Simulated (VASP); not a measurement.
Pb: single point with PBEsol

The system is Pb.

```
CELL_PARAMETERS angstrom
0.00000 2.68306 2.09279
2.68306 0.00000 2.09279
2.68306 2.68306 0.00000
ATOMIC_POSITIONS crystal
Pb 0.00000 0.00000 0.00000
```

This cell differs from its parent crystal: ratio of the length along z to the lengths across it x 0.78, volume and fractional coordinates fixed.

```yaml
Program: VASP 6.6.1
Task: single point
Functional: PBEsol
Potentials_or_basis: VASP PAW PBE potentials, release 64 (Pb_d)
Cutoff: 520 eV
k_mesh: 18 × 18 × 18
Occupations: gaussian, width 0.15 eV
Spin: no spin polarisation
```

The pressure is -0.3 GPa and the band gap on the k mesh is zero (bands 7 and 8 overlap by 9.41 eV).

Stress tensor (GPa, compression positive):
```
-0.72  0.00  0.00
 0.00 -0.72  0.00
 0.00  0.00  0.57
```

Levels at points of the mesh, in eV from the Fermi level:
| k point | band 3 | band 4 | band 5 | band 6 | band 7 | band 8 | band 9 | band 10 | band 11 | band 12 |
| --- | --- | --- | --- | --- | --- | --- | --- | --- | --- | --- |
| (0.00, 0.00, 0.00) | -16.99 | -16.83 | -16.77 | -11.80 | 7.42 | 7.75 | 7.75 | 10.46 | 11.77 | 11.79 |
| (0.50, 0.00, 0.00) | -16.85 | -16.78 | -16.65 | -8.01 | -4.16 | 3.94 | 5.69 | 8.14 | 9.53 | 12.12 |
| (0.50, 0.50, 0.00) | -16.69 | -16.66 | -16.66 | -5.27 | -1.43 | 0.23 | 0.23 | 4.35 | 5.10 | 16.69 |
| (0.50, 0.00, 0.50) | -16.77 | -16.76 | -16.63 | -7.56 | -3.90 | 2.83 | 4.17 | 6.77 | 8.11 | 15.79 |

It took 4.7 min on 1 thread of Intel(R) Xeon(R) Platinum 8375C CPU @ 2.90GHz (Ice Lake), with other jobs on the host, peak memory 0.29 GiB.

Caveat: the PAW data sets were made with another functional, which shifts forces and pressure a little; spin-orbit coupling is left out, which moves the levels of the heavy elements.
